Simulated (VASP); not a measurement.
# HfSi2 (Cmcm) in VASP: notebook

Runs on HfSi2. Level: PBEsol. Tasks: single point, relaxation of cell and atoms.

All numbers are computed with VASP 6.6.1; they aren't measurements. Logs are shortened: lines on timing, memory, paths and dates and some standing lists are left out, and cuts for length are marked.

**1. The cell of the first run**

It takes space group Cmcm (No. 63, orthorhombic). The conventional cell has a = 3.650 Å, b = 14.343 Å, c = 3.636 Å, α = 90.00°, β = 90.00°, γ = 90.00°. Within 3.5 Å of Hf (site symmetry m2m) lie 10 Si at 2.67 to 2.93 Å. Si (site symmetry m2m) has 2 Si at 2.41 Å and 6 Hf at 2.67 to 2.93 Å within 3.2 Å. Within 3.4 Å of Si (site symmetry m2m) lie 8 Si at 2.58 to 3.34 Å and 4 Hf at 2.77 Å.

**2. Single point, PBEsol**

File INCAR:

```
PREC = Accurate
ENCUT = 500
EDIFF = 1E-6
ISMEAR = 0
SIGMA = 0.1
LREAL = F
LASPH = T
NELM = 120
ALGO = Normal
ISIF = 2
LWAVE = F
LCHARG = F
GGA = PS
NBANDS = 27
GGA_COMPAT = F
```

File KPOINTS:

```
regular mesh
0
Gamma
  10 10 10
```

File POSCAR:

```
HfSi2
1.0
    1.8251369470     -7.1716810493      0.0000000000
    1.8251369470      7.1716810493      0.0000000000
    0.0000000000      0.0000000000      3.6356850702
Hf Si
2 4
Direct
    0.6046970432      0.3953029568      0.2500000000
    0.3953029568      0.6046970432      0.7500000000
    0.9448208869      0.0551791131      0.2500000000
    0.0551791131      0.9448208869      0.7500000000
    0.2497892572      0.7502107428      0.2500000000
    0.7502107428      0.2497892572      0.7500000000
```

Potentials or basis: VASP PAW PBE potentials, release 64 (Hf_pv, Si).

Launch:

```bash
> cat potpaw_PBE.64/Hf_pv/POTCAR potpaw_PBE.64/Si/POTCAR > POTCAR
> mpirun -np 1 vasp_std > vasp.out
```

OUTCAR:

```text
PREC = Accurate
   ENCUT = 500
   EDIFF = 1E-6
   ISMEAR = 0
   LREAL = F
   LASPH = T
   NELM = 120
   ISIF = 2
   GGA = PS

 ion  position               nearest neighbor table
   1  0.605  0.395  0.250-   4 2.67   4 2.67   4 2.67   4 2.67   6 2.77   6 2.77   5 2.77   5 2.77
                             3 2.93   3 2.93   2 3.51   2 3.51
   2  0.395  0.605  0.750-   3 2.67   3 2.67   3 2.67   3 2.67   5 2.77   5 2.77   6 2.77   6 2.77
                             4 2.93   4 2.93   1 3.51   1 3.51
   3  0.945  0.055  0.250-   4 2.41   4 2.41   2 2.67   2 2.67   2 2.67   2 2.67   1 2.93   1 2.93

   4  0.055  0.945  0.750-   3 2.41   3 2.41   1 2.67   1 2.67   1 2.67   1 2.67   2 2.93   2 2.93

   5  0.250  0.750  0.250-   6 2.58   6 2.58   6 2.58   6 2.58   2 2.77   2 2.77   1 2.77   1 2.77

   6  0.750  0.250  0.750-   5 2.58   5 2.58   5 2.58   5 2.58   1 2.77   1 2.77   2 2.77   2 2.77

  LATTYP: Found a base centered orthorhombic cell.
 ALAT       =     3.6502738940
 B/A-ratio  =     3.9293933867
 C/A-ratio  =     0.9960033619

  Lattice vectors:

 A1 = (   1.8251369470,  -7.1716810493,   0.0000000000)
 A2 = (   1.8251369470,   7.1716810493,   0.0000000000)
 A3 = (   0.0000000000,   0.0000000000,   3.6356850702)

Analysis of symmetry for initial positions (statically):
=====================================================================
 Subroutine PRICEL returns:
 Original cell was already a primitive cell.

 Routine SETGRP: Setting up the symmetry group for a
 base centered orthorhombic supercell.

 Subroutine GETGRP returns: Found  8 space group operations
 (whereof  4 operations were pure point group operations)
 out of a pool of  8 trial point group operations.

The static configuration has the point symmetry C_2h.
 The point group associated with its full space group is D_2h.

Analysis of symmetry for dynamics (positions and initial velocities):
=====================================================================
 Subroutine PRICEL returns:
 Original cell was already a primitive cell.

 Routine SETGRP: Setting up the symmetry group for a
 base centered orthorhombic supercell.

 Subroutine GETGRP returns: Found  8 space group operations
 (whereof  4 operations were pure point group operations)
 out of a pool of  8 trial point group operations.

The dynamic configuration has the point symmetry C_2h.
 The point group associated with its full space group is D_2h.

 Subroutine INISYM returns: Found  8 space group operations
[... 107 lines left out ...]
   EDIFFG = 0.1E-04   stopping-criterion for IOM
   NSW    =      0    number of steps for IOM
   IBRION =     -1    ionic relax: 0-MD 1-quasi-New 2-CG
   NFREE  =      0    steps in history (QN), initial steepest desc. (CG)
   ISIF   =      2    stress and relaxation
   ISYM   =      2    0-nonsym 1-usesym 2-fastsym
   POTIM  = 0.5000    time-step for ionic-motion
   TEBEG  =    0.0;   TEEND  =   0.0 temperature during run
   PSTRESS=    0.0 pullay stress
   NELECT =      36.0000    total number of electrons
   NUPDOWN=      -1.0000    fix difference up-down
   EMIN   =  10.00;   EMAX   =-10.00  energy-range for DOS
   EFERMI =   0.00;   METHOD = LEGACY
   ISMEAR =     0;   SIGMA  =   0.10  broadening in eV -4-tet -1-fermi 0-gaus
   EFERMI_NEDOS =   21; number of points for ismear=-14 and -15
   IALGO  =     38    algorithm
   IMIX   =      4    mixing-type and parameters
     AMIX     =   0.40;   BMIX     =  1.00
     AMIX_MAG =   1.60;   BMIX_MAG =  1.00
  volume/ion in A,a.u.               =      15.86       107.05
  Fermi-wavevector in a.u.,A,eV,Ry     =   1.183945  2.237331 19.071629  1.401725
  Thomas-Fermi vector in A             =   2.320169
   LORBIT       =      0    0 simple, 1 ext, 2 COOP (PROOUT), +10 PAW based schemes
   GGA     = PS    functional components
   LHFCALC =     F    Hartree Fock is set to
   AEXX    =    0.0000 exact exchange contribution
   IVDW    =     0    specifies the selected vdW correction
   LEPSILON=     F    determine dielectric tensor
   LRPA    =     F    only Hartree local field effects (RPA)
 non-spin polarized calculation
 Gauss-broadening in eV      SIGMA  =   0.10
  energy-cutoff  :      500.00
  volume of cell :       95.18
 maximum number of plane-waves:      2442
 NGX is ok and might be reduce to    54
   NGX = 27   NGY = 27   NGZ = 13

 number of electron      36.0000001 magnetization

 Free energy of the ion-electron system (eV)
  ---------------------------------------------------
  ext. energy  EPLUGINS =         0.00000000
  ---------------------------------------------------
  free energy    TOTEN  =       -47.98367947 eV

  energy without entropy =      -47.97709761  energy(sigma->0) =      -47.98038854

 E-fermi :   8.5523     XC(G=0): -11.5894

 val. band max:        8.5464354508   @ k =   0.5000   0.1000   0.0000
 cond. band min:       8.5526255823   @ k =   0.5000   0.2000   0.1000
 fundamental gap:      0.0061901314
 Fermi energy:         8.5523391741

 k-point     1 :       0.0000    0.0000    0.0000
  band No.  band energies     occupation
      1     -22.1249      2.00000
      2     -22.0270      2.00000
      3     -22.0074      2.00000
      4     -21.9866      2.00000
      5     -21.9811      2.00000
      6     -21.9496      2.00000
[... 709 lines left out ...]
     26      12.7595      0.00000
     27      13.0592      0.00000

 [... further k-points ...]

------------------------ aborting loop because EDIFF is reached ----------------------------------------

  FORCE on cell =-STRESS in cart. coord.  units (eV):
  Direction    XX          YY          ZZ          XY          YZ          ZX
  --------------------------------------------------------------------------------------
  -------------------------------------------------------------------------------------
  Total        0.1784486      0.1644862      0.1589620      0.0000000      0.0000000      0.0000000
  in kB        3.0039383      2.7689007      2.6759085      0.0000000      0.0000000      0.0000000
  external PRESSURE =       2.8162492 kB  Pullay stress =       0.0000000 kB

 VOLUME and BASIS-vectors are now :
 -----------------------------------------------------------------------------
  energy-cutoff  :      500.00
  volume of cell :       95.18
      direct lattice vectors                 reciprocal lattice vectors
     1.825136947 -7.171681049  0.000000000     0.273952046 -0.069718661  0.000000000
     1.825136947  7.171681049  0.000000000     0.273952046  0.069718661  0.000000000
     0.000000000  0.000000000  3.635685070     0.000000000  0.000000000  0.275051326

 POSITION                                       TOTAL-FORCE (eV/Angst)
 -----------------------------------------------------------------------------------
      1.82514     -1.50171      0.90892         0.000000      0.013257      0.000000
      1.82514      1.50171      2.72676         0.000000     -0.013257      0.000000
      1.82514     -6.38023      0.90892         0.000000     -0.014130     -0.000000
      1.82514      6.38023      2.72676         0.000000      0.014130     -0.000000
      1.82514      3.58886      0.90892         0.000000      0.000384      0.000000
      1.82514     -3.58886      2.72676         0.000000     -0.000384      0.000000
 -----------------------------------------------------------------------------------
    total drift:                               -0.000000     -0.000000     -0.000000

  FREE ENERGIE OF THE ION-ELECTRON SYSTEM (eV)
  ---------------------------------------------------
  free  energy   TOTEN  =       -47.9836794653 eV

  energy  without entropy=      -47.9770976077  energy(sigma->0) =      -47.98038854
```

stdout:

```text
POSCAR found type information on POSCAR HfSi
 POSCAR found :  2 types and       6 ions
 scaLAPACK will be used
 -----------------------------------------------------------------------------
|                                                                             |
|                                                                             |
|     You enforced a specific xc type in the INCAR file but a different       |
|     I HOPE YOU KNOW WHAT YOU ARE DOING!                                     |
|                                                                             |
 -----------------------------------------------------------------------------

 LDA part: xc-table for (Slater+PW92), standard interpolation
 POSCAR, INCAR and KPOINTS ok, starting setup
 FFT: planning ... GRIDC
 FFT: planning ... GRID_SOFT
 FFT: planning ... GRID
 WAVECAR not read
 entering main loop
```

Run time: 4.9 min. Hardware: 1 thread of Intel Xeon Platinum 8559C (Emerald Rapids), shared host; peak memory 0.53 GiB.

What came out:

```yaml
Free_energy: -47.9837 eV
Pressure: 0.3 GPa
Largest_force: 0.014 eV/Å
Band_gap_on_the_k_mesh: zero (band 18 reaches 9.07 eV, above the bottom of band 19 at 8.07 eV)
```

Forces on the atoms (eV/Å):
```
Hf   0.000  0.013  0.000
Hf   0.000 -0.013  0.000
Si   0.000 -0.014  0.000
Si   0.000  0.014  0.000
Si   0.000  0.000  0.000
Si   0.000  0.000  0.000
```

Caveat: the PAW data sets were made with another functional, which shifts forces and pressure a little; spin-orbit coupling is left out, which moves the levels of the heavy elements.

(Continued in part 2 of 2.)
